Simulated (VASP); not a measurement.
# BaZrS3 (Pnma) in VASP: notebook

The runs below take BaZrS3 through relaxation of cell and atoms, with PBEsol.

Everything below comes from runs of VASP 6.6.1. Logs are shortened: lines on timing, memory, paths and dates and some standing lists are left out, and cuts for length are marked.

### 1 The cell of the first run

It takes space group Pnma (No. 62, orthorhombic). Conventional cell: a = 7.134 Å, b = 10.042 Å, c = 7.064 Å, α = 90.00°, β = 90.00°, γ = 90.00°. Ba (site symmetry m) has 12 S at 3.18 to 4.23 Å and 6 Zr at 4.12 to 4.39 Å within 4.4 Å. Zr (site symmetry -1) has 6 S at 2.55 to 2.56 Å within 3.4 Å. S (site symmetry m) has 2 Zr at 2.55 Å and 2 Ba at 3.18 to 3.26 Å within 3.4 Å. S (site symmetry 1) has 2 Zr at 2.55 to 2.56 Å and 3 Ba at 3.20 to 3.46 Å and 8 S at 3.59 to 3.63 Å within 3.7 Å.

### 2 Relaxation of cell and atoms, PBEsol

Contents of INCAR:

```
SYSTEM = BaZrS3
ALGO     = Normal         ! electronic algorithm
EDIFF    = 1E-6           ! SCF threshold, eV
EDIFFG   = -0.01          ! ionic threshold
ENCUT    = 600            ! plane-wave cutoff, eV
GGA      = PS             ! functional
IBRION   = 2              ! ionic algorithm
ISIF     = 3              ! what is computed and relaxed
ISMEAR   = 0              ! smearing method
KPAR     = 4            
LASPH    = .TRUE.         ! aspherical terms in the spheres
LCHARG   = .FALSE.        ! write CHGCAR
LREAL    = .FALSE.        ! projectors in reciprocal space
LWAVE    = .FALSE.        ! write WAVECAR
NELM     = 80             ! most SCF steps
NSW      = 90             ! ionic steps
PREC     = Accurate       ! precision mode
SIGMA    = 0.03           ! smearing width, eV
```

Contents of KPOINTS:

```
k-points
0
G
  4 4 4
  0 0 0
```

Contents of POSCAR:

```
BaZrS3
1.0
    7.1344888100      0.0000000000      0.0000000000
    0.0000000000     10.0418237600      0.0000000000
    0.0000000000      0.0000000000      7.0635613000
Ba Zr S
4 4 12
Direct
    0.0430272500      0.2500000000      0.0087500800
    0.4569727500      0.7500000000      0.5087500800
    0.5430272500      0.2500000000      0.4912499200
    0.9569727500      0.7500000000      0.9912499200
    0.0000000000      0.0000000000      0.5000000000
    0.5000000000      0.0000000000      0.0000000000
    0.5000000000      0.5000000000      0.0000000000
    0.0000000000      0.5000000000      0.5000000000
    0.9941581600      0.2500000000      0.5608972600
    0.5058418400      0.7500000000      0.0608972600
    0.4941581600      0.2500000000      0.9391027400
    0.0058418400      0.7500000000      0.4391027400
    0.2132557900      0.9681785700      0.7866180500
    0.2867442100      0.0318214300      0.2866180500
    0.7132557900      0.5318214300      0.7133819500
    0.7867442100      0.4681785700      0.2133819500
    0.7867442100      0.0318214300      0.2133819500
    0.7132557900      0.9681785700      0.7133819500
    0.2867442100      0.4681785700      0.2866180500
    0.2132557900      0.5318214300      0.7866180500
```

Potentials or basis: VASP PAW PBE potentials, release 64 (Ba_sv, Zr_sv, S).

Started as:

```console
cat potpaw_PBE.64/Ba_sv/POTCAR potpaw_PBE.64/Zr_sv/POTCAR potpaw_PBE.64/S/POTCAR > POTCAR
mpirun -np 4 vasp_std > vasp.out
```

OUTCAR:

```text
SYSTEM = BaZrS3
   EDIFF = 1E-6
   EDIFFG = -0.01
   ENCUT = 600
   GGA = PS
   IBRION = 2
   ISIF = 3
   ISMEAR = 0
   LASPH = .TRUE.
   LREAL = .FALSE.
   NELM = 80
   NSW = 90
   PREC = Accurate

 ion  position               nearest neighbor table
   1  0.043  0.250  0.009-   9 3.18  16 3.20  17 3.20  11 3.26  14 3.42  19 3.42  13 3.46  20 3.46
                             6 4.12   7 4.12   5 4.29   8 4.29
   2  0.457  0.750  0.509-  10 3.18  15 3.20  18 3.20  12 3.26  13 3.42  20 3.42  19 3.46  14 3.46
                             5 4.12   8 4.12   7 4.29   6 4.29
   3  0.543  0.250  0.491-  11 3.18  14 3.20  19 3.20   9 3.26  17 3.42  16 3.42  18 3.46  15 3.46
                             5 4.12   8 4.12   7 4.29   6 4.29
   4  0.957  0.750  0.991-  12 3.18  13 3.20  20 3.20  10 3.26  18 3.42  15 3.42  16 3.46  17 3.46
                             6 4.12   7 4.12   5 4.29   8 4.29
   5  0.000  0.000  0.500-   9 2.55  12 2.55  13 2.55  17 2.55  14 2.56  18 2.56   2 4.12   3 4.12
                             1 4.29   4 4.29
   6  0.500  0.000  0.000-  10 2.55  11 2.55  14 2.55  18 2.55  17 2.56  13 2.56   1 4.12   4 4.12
                             3 4.29   2 4.29
   7  0.500  0.500  0.000-  10 2.55  11 2.55  15 2.55  19 2.55  16 2.56  20 2.56   1 4.12   4 4.12
                             3 4.29   2 4.29
   8  0.000  0.500  0.500-   9 2.55  12 2.55  16 2.55  20 2.55  19 2.56  15 2.56   2 4.12   3 4.12
                             1 4.29   4 4.29
   9  0.994  0.250  0.561-   5 2.55   8 2.55   1 3.18   3 3.26
  10  0.506  0.750  0.061-   6 2.55   7 2.55   2 3.18   4 3.26
  11  0.494  0.250  0.939-   6 2.55   7 2.55   3 3.18   1 3.26
  12  0.006  0.750  0.439-   5 2.55   8 2.55   4 3.18   2 3.26
  13  0.213  0.968  0.787-   5 2.55   6 2.56   4 3.20   2 3.42   1 3.46
  14  0.287  0.032  0.287-   6 2.55   5 2.56   3 3.20   1 3.42   2 3.46
  15  0.713  0.532  0.713-   7 2.55   8 2.56   2 3.20   4 3.42   3 3.46
  16  0.787  0.468  0.213-   8 2.55   7 2.56   1 3.20   3 3.42   4 3.46
  17  0.787  0.032  0.213-   5 2.55   6 2.56   1 3.20   3 3.42   4 3.46
  18  0.713  0.968  0.713-   6 2.55   5 2.56   2 3.20   4 3.42   3 3.46
  19  0.287  0.468  0.287-   7 2.55   8 2.56   3 3.20   1 3.42   2 3.46
  20  0.213  0.532  0.787-   8 2.55   7 2.56   4 3.20   2 3.42   1 3.46

  LATTYP: Found a simple orthorhombic cell.
 ALAT       =     7.0635613000
 B/A-ratio  =     1.0100413243
 C/A-ratio  =     1.4216375187

  Lattice vectors:

 A1 = (   0.0000000000,   0.0000000000,   7.0635613000)
 A2 = (   7.1344888100,   0.0000000000,   0.0000000000)
 A3 = (   0.0000000000,  10.0418237600,   0.0000000000)

Analysis of symmetry for initial positions (statically):
=====================================================================
 Subroutine PRICEL returns:
 Original cell was already a primitive cell.

 Routine SETGRP: Setting up the symmetry group for a
 simple orthorhombic supercell.

 Subroutine GETGRP returns: Found  8 space group operations
 (whereof  2 operations were pure point group operations)
[... 185 lines left out ...]
 conjugate gradient relaxation of ions
 non-spin polarized calculation
 Gauss-broadening in eV      SIGMA  =   0.03
  energy-cutoff  :      600.00
  volume of cell :      506.06
 maximum number of plane-waves:     16936
 NGX is ok and might be reduce to    60
   NGX = 29   NGY = 41   NGZ = 29

--------------------------------------- Ionic step        1  -------------------------------------------

 number of electron     159.9999995 magnetization

 Free energy of the ion-electron system (eV)
  ---------------------------------------------------
  ext. energy  EPLUGINS =         0.00000000
  ---------------------------------------------------
  free energy    TOTEN  =      -134.79427603 eV

  energy without entropy =     -134.79427603  energy(sigma->0) =     -134.79427603

------------------------ aborting loop because EDIFF is reached ----------------------------------------

  FORCE on cell =-STRESS in cart. coord.  units (eV):
  Direction    XX          YY          ZZ          XY          YZ          ZX
  --------------------------------------------------------------------------------------
  -------------------------------------------------------------------------------------
  Total       -7.8314729     -8.0531960     -7.9882966      0.0000000      0.0000000     -0.0000000
  in kB      -24.7944715    -25.4964479    -25.2909761      0.0000000      0.0000000     -0.0000000
  external PRESSURE =     -25.1939652 kB  Pullay stress =       0.0000000 kB
[... 143 lines left out ...]
  FREE ENERGIE OF THE ION-ELECTRON SYSTEM (eV)
  ---------------------------------------------------
  free  energy   TOTEN  =      -134.9307428442 eV

  energy  without entropy=     -134.9307428442  energy(sigma->0) =     -134.93074284

[... ionic steps 4 to 13 ...]

--------------------------------------- Ionic step       14  -------------------------------------------

 number of electron     160.0000004 magnetization

------------------------ aborting loop because EDIFF is reached ----------------------------------------
[... 103 lines left out ...]
--------------------------------------- Ionic step       16  -------------------------------------------

 number of electron     160.0000003 magnetization

 Free energy of the ion-electron system (eV)
  ---------------------------------------------------
  ext. energy  EPLUGINS =         0.00000000
  ---------------------------------------------------
  free energy    TOTEN  =      -134.94035794 eV

  energy without entropy =     -134.94035794  energy(sigma->0) =     -134.94035794

 E-fermi :   4.0144     XC(G=0):  -9.7792

 val. band max:        3.8524385470   @ k =   0.0000   0.0000   0.0000
 cond. band min:       4.7728425330   @ k =   0.0000   0.0000   0.0000
 fundamental gap:      0.9204039860
 Fermi energy:         4.0144267262

 k-point     1 :       0.0000    0.0000    0.0000
  band No.  band energies     occupation
      1     -44.8248      2.00000
      2     -44.8245      2.00000
      3     -44.8243      2.00000
      4     -44.8240      2.00000
      5     -22.9370      2.00000
      6     -22.9324      2.00000
[... 2269 lines left out ...]
     91       7.1123      0.00000
     92       7.1123      0.00000

 [... further k-points ...]

 [bands above 92 left out]

------------------------ aborting loop because EDIFF is reached ----------------------------------------

  FORCE on cell =-STRESS in cart. coord.  units (eV):
  Direction    XX          YY          ZZ          XY          YZ          ZX
  --------------------------------------------------------------------------------------
  -------------------------------------------------------------------------------------
  Total       -0.0247609     -0.1131191      0.0304688      0.0000000      0.0000000      0.0000000
  in kB       -0.0811447     -0.3707054      0.0998502      0.0000000      0.0000000      0.0000000
  external PRESSURE =      -0.1173333 kB  Pullay stress =       0.0000000 kB
[... 35 lines left out ...]
  FREE ENERGIE OF THE ION-ELECTRON SYSTEM (eV)
  ---------------------------------------------------
  free  energy   TOTEN  =      -134.9403579448 eV

  energy  without entropy=     -134.9403579448  energy(sigma->0) =     -134.94035794

 reached required accuracy - stopping structural energy minimisation
```

OSZICAR:

```text
N       E                     dE             d eps       ncg     rms          rms(c)
DAV:   1     0.140571269039E+04    0.14057E+04   -0.80440E+04  5184   0.169E+03
DAV:   2     0.306924961440E+01   -0.14026E+04   -0.13567E+04  6536   0.368E+02
DAV:   3    -0.136309941594E+03   -0.13938E+03   -0.13810E+03  6752   0.107E+02
DAV:   4    -0.145053716899E+03   -0.87438E+01   -0.87313E+01  8232   0.248E+01
[... 148 lines left out ...]
DAV:   3    -0.134940372651E+03    0.34237E-04   -0.83060E-05  7184   0.287E-02    0.275E-02
DAV:   4    -0.134940362409E+03    0.10242E-04   -0.34568E-05  6856   0.158E-02    0.154E-02
DAV:   5    -0.134940360423E+03    0.19858E-05   -0.37103E-06  5088   0.471E-03    0.576E-03
DAV:   6    -0.134940358612E+03    0.18110E-05   -0.19054E-06  3664   0.364E-03    0.220E-03
DAV:   7    -0.134940357945E+03    0.66732E-06   -0.51587E-07  2968   0.194E-03
  16 F= -.13494036E+03 E0= -.13494036E+03  d E =-.166283E-03
```

Wall time 71 min (4 MPI ranks of Intel Xeon Platinum 8375C at 2.90GHz (Ice Lake), shared host); peak memory 1.5 GiB.

What came out:

* Free energy: -134.9404 eV
* Relaxed volume: 24.44 Å³/atom
* Relaxed cell: a = 7.074 Å, b = 9.926 Å, c = 6.963 Å, α = 90.00°, β = 90.00°, γ = 90.00°
* Space group after relaxing (to 0.1 Å): Pnma (No. 62)
* Energy gained by relaxing: 7.3 meV/atom
* Ionic steps: 16
* Pressure after relaxing: 0.0 GPa
* Largest force after relaxing: 0.010 eV/Å
* Band gap on the k mesh: 0.92 eV

Forces on the atoms (eV/Å):
```
Ba   0.004  0.000  0.009
Ba  -0.004  0.000  0.009
Ba   0.004  0.000 -0.009
Ba  -0.004  0.000 -0.009
Zr   0.000  0.000  0.000
Zr   0.000  0.000  0.000
Zr   0.000  0.000  0.000
Zr   0.000  0.000  0.000
S   -0.005  0.000 -0.008
S    0.005  0.000 -0.008
S   -0.005  0.000  0.008
S    0.005  0.000  0.008
S   -0.003  0.004  0.007
S    0.003 -0.004  0.007
S   -0.003 -0.004 -0.007
S    0.003  0.004 -0.007
S    0.003 -0.004 -0.007
S   -0.003  0.004 -0.007
S    0.003  0.004  0.007
S   -0.003 -0.004  0.007
```

Step by step:
```
step  energy change (eV)  largest force (eV/Å)  pressure (GPa)  volume (Å³)
   1              0.0000                0.0762           -2.52       506.06
   2             -0.0623                0.0657            2.06       477.47
   3             -0.1365                0.0480           -0.01       489.29
   4             -0.1364                0.0473            0.05       488.96
   5             -0.1373                0.0445            0.05       488.92
   6             -0.1395                0.0364            0.05       488.82
   7             -0.1424                0.0225            0.06       488.62
   8             -0.1420                0.0452            0.08       488.21
   9             -0.1433                0.0298            0.07       488.44
  10             -0.1443                0.0233            0.02       488.75
  11             -0.1452                0.0138           -0.10       489.42
  12             -0.1456                0.0135           -0.01       488.88
  13             -0.1456                0.0140            0.02       488.67
  14             -0.1457                0.0131            0.02       488.67
  15             -0.1459                0.0122            0.02       488.68
  16             -0.1461                0.0096           -0.01       488.90
```

Final structure:
```yaml
crystal:
  lattice:
    - [7.07388, 0.00000, 0.00000]
    - [0.00000, 9.92592, 0.00000]
    - [0.00000, 0.00000, 6.96288]
  atoms:
    - { symbol: Ba, position: [0.04988, 0.25000, 0.01077] }
    - { symbol: Ba, position: [0.45012, 0.75000, 0.51077] }
    - { symbol: Ba, position: [0.54988, 0.25000, 0.48923] }
    - { symbol: Ba, position: [0.95012, 0.75000, 0.98923] }
    - { symbol: Zr, position: [0.00000, 0.00000, 0.50000] }
    - { symbol: Zr, position: [0.50000, 0.00000, 0.00000] }
    - { symbol: Zr, position: [0.50000, 0.50000, 0.00000] }
    - { symbol: Zr, position: [0.00000, 0.50000, 0.50000] }
    - { symbol: S, position: [0.99545, 0.25000, 0.56389] }
    - { symbol: S, position: [0.50455, 0.75000, 0.06389] }
    - { symbol: S, position: [0.49545, 0.25000, 0.93611] }
    - { symbol: S, position: [0.00455, 0.75000, 0.43611] }
    - { symbol: S, position: [0.21141, 0.96626, 0.78861] }
    - { symbol: S, position: [0.28859, 0.03374, 0.28861] }
    - { symbol: S, position: [0.71141, 0.53374, 0.71139] }
    - { symbol: S, position: [0.78859, 0.46626, 0.21139] }
    - { symbol: S, position: [0.78859, 0.03374, 0.21139] }
    - { symbol: S, position: [0.71141, 0.96626, 0.71139] }
    - { symbol: S, position: [0.28859, 0.46626, 0.28861] }
    - { symbol: S, position: [0.21141, 0.53374, 0.78861] }
```

Levels at points of the mesh, in eV from the valence-band top:
```csv
k point,band 78,band 79,band 80,band 81,band 82,band 83
"(0.00, 0.00, 0.00)",-0.05,-0.02,0.00,0.92,1.03,1.08
"(0.50, 0.00, 0.00)",-0.58,-0.25,-0.25,2.01,2.01,2.16
"(0.00, 0.50, 0.00)",-0.28,-0.24,-0.24,1.12,1.12,2.03
"(0.50, 0.50, 0.00)",-0.36,-0.36,-0.36,2.39,2.39,2.39
"(0.00, 0.00, 0.50)",-0.51,-0.33,-0.33,2.06,2.06,2.17
"(0.50, 0.00, 0.50)",-0.37,-0.08,-0.08,1.06,1.06,2.52
"(0.00, 0.50, 0.50)",-0.40,-0.32,-0.32,2.31,2.31,2.34
"(0.50, 0.50, 0.50)",-0.40,-0.40,-0.40,2.16,2.16,2.16
```

Caveat: the PAW data sets were made with another functional, which shifts forces and pressure a little; spin-orbit coupling is left out, which moves the levels of the heavy elements. A k mesh can miss the band edges.

### 3 Relaxation of cell and atoms, PBEsol

This run uses another cell than the first one, of 24.44 Å³/atom.

Changes to INCAR since step 2:

```diff
@@ -2,4 +2,4 @@
 ALGO     = Normal         ! electronic algorithm
-EDIFF    = 1E-6           ! SCF threshold, eV
-EDIFFG   = -0.01          ! ionic threshold
+EDIFF    = 1E-7           ! SCF threshold, eV
+EDIFFG   = -0.005         ! ionic threshold
 ENCUT    = 600            ! plane-wave cutoff, eV
```

KPOINTS is that of step 2.

Contents of POSCAR:

```
BaZrS3                                  
1.0
    7.0738830400      0.0000000000      0.0000000000
    0.0000000000      9.9259171225      0.0000000000
    0.0000000000      0.0000000000      6.9628807530
  Ba              Zr              S             
     4     4    12
Direct
     0.0498793755814559    0.2500000000000000    0.0107679241737488
     0.4501206244185441    0.7500000000000000    0.5107679241737487
     0.5498793755814559    0.2500000000000000    0.4892320758262511
     0.9501206244185441    0.7500000000000000    0.9892320758262513
     0.0000000000000000    0.0000000000000000    0.5000000000000000
     0.5000000000000000    0.0000000000000000    0.0000000000000000
     0.5000000000000000    0.5000000000000000    0.0000000000000000
     0.0000000000000000    0.5000000000000000    0.5000000000000000
     0.9954450678074709    0.2500000000000000    0.5638856494729887
     0.5045549321925291    0.7500000000000000    0.0638856494729886
     0.4954450678074709    0.2500000000000000    0.9361143505270113
     0.0045549321925292    0.7500000000000000    0.4361143505270114
     0.2114138827941655    0.9662640252209795    0.7886088487924087
     0.2885861172058345    0.0337359747790204    0.2886088487924084
     0.7114138827941655    0.5337359747790205    0.7113911512075913
     0.7885861172058345    0.4662640252209795    0.2113911512075915
     0.7885861172058345    0.0337359747790204    0.2113911512075915
     0.7114138827941655    0.9662640252209795    0.7113911512075913
     0.2885861172058345    0.4662640252209795    0.2886088487924084
     0.2114138827941655    0.5337359747790205    0.7886088487924087
```

Potentials or basis: VASP PAW PBE potentials, release 64 (Ba_sv, Zr_sv, S).

Started as:

```console
cat potpaw_PBE.64/Ba_sv/POTCAR potpaw_PBE.64/Zr_sv/POTCAR potpaw_PBE.64/S/POTCAR > POTCAR
mpirun -np 4 vasp_std > vasp.out
```

Wall time 75 min (4 MPI ranks of Intel Xeon Platinum 8375C at 2.90GHz (Ice Lake), shared host); peak memory 1.4 GiB.

Results (log left out):

```yaml
Free_energy: -134.9392 eV
Relaxed_volume: 24.44 Å³/atom
Relaxed_cell: a = 7.078 Å, b = 9.929 Å, c = 6.954 Å, α = 90.00°, β = 90.00°, γ = 90.00°
Space_group_after_relaxing_to_0.1_Å: Pnma (No. 62)
Energy_gained_by_relaxing: 0.0 meV/atom
Ionic_steps: 17
Pressure_after_relaxing: 0.0 GPa
Largest_force_after_relaxing: 0.005 eV/Å
Band_gap_on_the_k_mesh: 0.92 eV
```

Forces in eV/Å, atoms in the order of the input:
```
Ba   0.000  0.000 -0.001
Ba   0.000  0.000 -0.001
Ba   0.000  0.000  0.001
Ba   0.000  0.000  0.001
Zr   0.000  0.000  0.000
Zr   0.000  0.000  0.000
Zr   0.000  0.000  0.000
Zr   0.000  0.000  0.000
S    0.003  0.000  0.000
S   -0.003  0.000  0.000
S    0.003  0.000  0.000
S   -0.003  0.000  0.000
S   -0.004 -0.002 -0.002
S    0.004  0.002 -0.002
S   -0.004  0.002  0.002
S    0.004 -0.002  0.002
S    0.004  0.002  0.002
S   -0.004 -0.002  0.002
S    0.004 -0.002 -0.002
S   -0.004  0.002 -0.002
```

The path:
```csv
step,energy change (eV),largest force (eV/Å),pressure (GPa),volume (Å³)
1,0.0000,0.0096,-0.02,488.90
2,-0.0001,0.0080,0.01,488.71
3,-0.0001,0.0076,0.03,488.61
4,-0.0001,0.0071,0.02,488.69
5,-0.0002,0.0066,0.00,488.82
6,-0.0001,0.0072,-0.04,489.07
7,-0.0002,0.0065,-0.02,488.90
8,-0.0002,0.0063,-0.02,488.90
9,-0.0004,0.0058,-0.01,488.89
10,-0.0004,0.0066,-0.01,488.88
11,-0.0005,0.0069,0.01,488.77
12,-0.0005,0.0078,0.02,488.67
13,-0.0006,0.0079,-0.01,488.86
14,-0.0006,0.0080,-0.01,488.89
15,-0.0006,0.0064,-0.01,488.83
16,-0.0006,0.0049,0.02,488.68
17,-0.0006,0.0048,0.01,488.72
```

Final structure:
```
Ba Zr S
1.0
     7.07799    0.00000    0.00000
     0.00000    9.92862    0.00000
     0.00000    0.00000    6.95437
Ba Zr S
4 4 12
Direct
  0.05078 0.25000 0.01143
  0.44922 0.75000 0.51143
  0.55078 0.25000 0.48857
  0.94922 0.75000 0.98857
  0.00000 0.00000 0.50000
  0.50000 0.00000 0.00000
  0.50000 0.50000 0.00000
  0.00000 0.50000 0.50000
  0.99519 0.25000 0.56303
  0.50481 0.75000 0.06303
  0.49519 0.25000 0.93697
  0.00481 0.75000 0.43697
  0.21045 0.96687 0.78986
  0.28955 0.03313 0.28986
  0.71045 0.53313 0.71014
  0.78955 0.46687 0.21014
  0.78955 0.03313 0.21014
  0.71045 0.96687 0.71014
  0.28955 0.46687 0.28986
  0.21045 0.53313 0.78986
```

Levels at points of the mesh, in eV from the valence-band top:
```tsv
k point	band 78	band 79	band 80	band 81	band 82	band 83
(0.00, 0.00, 0.00)	-0.04	-0.01	0.00	0.92	1.03	1.09
(0.50, 0.00, 0.00)	-0.56	-0.25	-0.25	2.01	2.01	2.16
(0.00, 0.50, 0.00)	-0.28	-0.25	-0.25	1.12	1.12	2.03
(0.50, 0.50, 0.00)	-0.35	-0.35	-0.35	2.39	2.39	2.39
(0.00, 0.00, 0.50)	-0.51	-0.33	-0.33	2.06	2.06	2.17
(0.50, 0.00, 0.50)	-0.37	-0.07	-0.07	1.06	1.06	2.52
(0.00, 0.50, 0.50)	-0.41	-0.33	-0.33	2.31	2.31	2.34
(0.50, 0.50, 0.50)	-0.40	-0.40	-0.40	2.16	2.16	2.16
```

Caveat: the PAW data sets were made with another functional, which shifts forces and pressure a little; spin-orbit coupling is left out, which moves the levels of the heavy elements. A k mesh can miss the band edges.
